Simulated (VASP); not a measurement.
Wanted: the native input for a VASP 6.6.1 run.

| Quantity | Value |
| --- | --- |
| Task | single point |
| Functional | PBE |
| Potentials or basis | VASP PAW PBE potentials, release 64 (Hf_pv, N) |
| Cutoff | 520 eV |
| k mesh | 10 × 10 × 10 |
| Occupations | fermi-dirac, width 0.03 eV |
| Spin | no spin polarisation |
| Dipole correction | no |
| Further INCAR settings | ALGO = Normal; EDIFF = 1e-07; NBANDS = 14 |

The structure of HfN lies in POSCAR:

```
HfN
1.0
    0.0677700000      2.2928850000      2.2928850000
    2.2928850000      0.0677700000      2.2928850000
    2.2928850000      2.2928850000      0.0677700000
Hf N
1 1
Direct
    0.0000000000      0.0000000000      0.0000000000
    0.5000000000      0.5000000000      0.5000000000
```

This cell differs from its parent crystal: equal xy, yz and zx shear strains of +3 %.

One way to write it, as run:

INCAR

```
  PREC = Accurate
  ENCUT = 520
  EDIFF = 1E-7
  ISMEAR = -1
  SIGMA = 0.03
  LREAL = False
  LASPH = True
  NELM = 60
  ALGO = Normal
  ISIF = 2
  LWAVE = False
  LCHARG = False
  GGA = PE
  NBANDS = 14
```

KPOINTS

```
Automatic mesh
0
Gamma
  10 10 10
```

Potentials or basis: VASP PAW PBE potentials, release 64 (Hf_pv, N).

Run with:

```sh
$ cat potpaw_PBE.64/Hf_pv/POTCAR potpaw_PBE.64/N/POTCAR > POTCAR
$ mpirun -np 1 vasp_std > vasp.out
```

Results of the run:

```
Pressure : 3.3 GPa
```

Caveat: the cell differs from its parent crystal (equal xy, yz and zx shear strains of +3 %).

Run time: 16 s on 1 thread of Intel(R) Xeon(R) Platinum 8488C (Sapphire Rapids) (shared host), peak memory 0.16 GiB.
